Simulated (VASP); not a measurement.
The system is VSe.

```
V Se
1.0
     3.31951    0.00000    0.00000
     0.00000    3.31951    0.00000
     0.00000    0.00000    3.31951
V Se
1 1
Direct
  0.00000 0.00000 0.00000
  0.50000 0.50000 0.50000
```

Base run:

```yaml
Program: VASP 6.6.1
Functional: LDA
Potentials_or_basis: VASP PAW LDA potentials, release 64 (V_sv, Se)
Cutoff: 500 eV
k_mesh: 6 × 6 × 6
Occupations: gaussian, width 0.05 eV
Spin: collinear spin, ferromagnetic start
Starting_moments: "[3.0, 0.0] μB"
Hubbard_terms: V d U = 5.0 eV
```

Its results: pressure -6.0 GPa; site moments V +2.85; Se -0.30 μB.

Question: The run is repeated on the same cell with these changes: moments at the start from [3.0, 0.0] to [1.5, 0.0]; fixed moment from none to 1.5 μB. What comes out?

Answer: Pressure -7.2 GPa; site moments V +1.83; Se -0.28 μB.

Caveats: the cell stands under tension; the total moment is fixed, so each spin has its own Fermi level and the state may be an excited one (at least some runs).
